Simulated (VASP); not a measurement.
Write the native input for VASP 6.6.1 that does the following.

| Item | Value |
| --- | --- |
| Task | single point |
| Functional | r2SCAN |
| Potentials or basis | VASP PAW PBE potentials, release 64 (Ti_sv, N) |
| Cutoff | 520 eV |
| k mesh | 14 × 14 × 14 |
| Occupations | fermi-dirac, width 0.1 eV |
| Spin | no spin polarisation |
| Dipole correction | no |
| Further INCAR settings | ALGO = Normal; EDIFF = 1e-06; NBANDS = 16 |

The system is TiN (Osbornite).

```
CELL_PARAMETERS angstrom
0.00000 2.07369 2.07369
2.07369 0.00000 2.07369
2.07369 2.07369 0.00000
ATOMIC_POSITIONS crystal
Ti 0.00000 0.00000 0.00000
N 0.50000 0.50000 0.50000
```

One way to write it, as run:

POSCAR

```
TiN
1.0
    0.0000000000      2.0736893500      2.0736893500
    2.0736893500      0.0000000000      2.0736893500
    2.0736893500      2.0736893500      0.0000000000
Ti N
1 1
Direct
    0.0000000000      0.0000000000      0.0000000000
    0.5000000000      0.5000000000      0.5000000000
```

INCAR.step1

```
SYSTEM = TiN
PREC     = Accurate       ! precision mode
ENCUT    = 520            ! plane-wave cutoff, eV
ISMEAR   = -1             ! smearing method
SIGMA    = 0.1            ! smearing width, eV
LREAL    = .False.        ! projectors in reciprocal space
LASPH    = .True.         ! aspherical terms in the spheres
NELM     = 100            ! most SCF steps
NBANDS   = 16             ! bands
GGA      = PE             ! functional
ALGO     = Normal         ! electronic algorithm
EDIFF    = 1E-4           ! SCF threshold, eV
LWAVE    = .True.         ! write WAVECAR
LCHARG   = .False.        ! write CHGCAR
```

INCAR.step2

```
SYSTEM = TiN
PREC     = Accurate       ! precision mode
ENCUT    = 520            ! plane-wave cutoff, eV
EDIFF    = 1E-6           ! SCF threshold, eV
ISMEAR   = -1             ! smearing method
SIGMA    = 0.1            ! smearing width, eV
LREAL    = .False.        ! projectors in reciprocal space
LASPH    = .True.         ! aspherical terms in the spheres
NELM     = 100            ! most SCF steps
ALGO     = Normal         ! electronic algorithm
ISIF     = 2              ! what is computed and relaxed
LWAVE    = .False.        ! write WAVECAR
LCHARG   = .False.        ! write CHGCAR
METAGGA  = R2SCAN         ! meta-GGA
LMIXTAU  = .True.       
NBANDS   = 16             ! bands
ISTART   = 1
```

KPOINTS

```
regular mesh
0
Gamma
  14 14 14
  0 0 0
```

Potentials or basis: VASP PAW PBE potentials, release 64 (Ti_sv, N).

Command:

```sh
$ cat potpaw_PBE.64/Ti_sv/POTCAR potpaw_PBE.64/N/POTCAR > POTCAR
$ cp INCAR.step1 INCAR
$ mpirun -np 1 vasp_std > vasp.out
$ cp INCAR.step2 INCAR
$ mpirun -np 1 vasp_std > vasp.out
```

It gave:

```
Pressure : 22.4 GPa
```

Caveat: the PAW data sets were made with another functional, which shifts forces and pressure a little.

Run time: 53 s on 1 thread of Intel(R) Xeon(R) 6975P-C (Granite Rapids) (shared host), peak memory 0.16 GiB.
